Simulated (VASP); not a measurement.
Set up this calculation in VASP 6.6.1, as the native input.

| Quantity | Value |
| --- | --- |
| Task | single point |
| Functional | PBE |
| Potentials or basis | VASP PAW PBE potentials, release 64 (Rh_pv) |
| Cutoff | 520 eV |
| k mesh | 13 × 13 × 1 |
| Occupations | fermi-dirac, width 0.05 eV |
| Spin | no spin polarisation |
| Dipole correction | yes |
| Further INCAR settings | ALGO = Normal; EDIFF = 1e-06; NBANDS = 30 |

The structure of Rh lies in POSCAR:

```
Rh
1.0
    2.7085099833      0.0000000000      0.0000000000
    0.0000000000      2.7085099833      0.0000000000
    0.0000000000      0.0000000000     19.8304000000
Rh
3
Direct
    0.0000000000      0.0000000000      0.4034207189
    0.5000000000      0.5000000000      0.5000000000
    0.0000000000      0.0000000000      0.5965792811
```

One way to write it, as run:

INCAR

```
SYSTEM = Rh
PREC     = Accurate       ! precision mode
ENCUT    = 520            ! plane-wave cutoff, eV
EDIFF    = 1E-6           ! SCF threshold, eV
ISMEAR   = -1             ! smearing method
SIGMA    = 0.05           ! smearing width, eV
LREAL    = .False.        ! projectors in reciprocal space
LASPH    = .True.         ! aspherical terms in the spheres
NELM     = 100            ! most SCF steps
ALGO     = Normal         ! electronic algorithm
ISIF     = 2              ! what is computed and relaxed
LWAVE    = .False.        ! write WAVECAR
LCHARG   = .True.         ! write CHGCAR
LDIPOL   = .True.       
IDIPOL   = 3            
DIPOL    = 0.5 0.5 0.500
GGA      = PE             ! functional
LELF     = .True.         ! ELF
LVHAR    = .True.       
LVACPOTAV= .True.       
NBANDS   = 30             ! bands
```

KPOINTS

```
regular mesh
0
Gamma
  13 13 1
  0 0 0
```

Potentials or basis: VASP PAW PBE potentials, release 64 (Rh_pv).

Command:

```console
$ cat potpaw_PBE.64/Rh_pv/POTCAR > POTCAR
$ mpirun -np 1 vasp_std > vasp.out
```

It gave:

* Largest force: 0.647 eV/Å
* Band gap on the k mesh: zero (an odd number of electrons rules out a gap without spin polarisation)

Run time: 69 s on 1 thread of AMD EPYC 9R45 96-Core Processor (Zen 5) (shared host), peak memory 0.24 GiB.
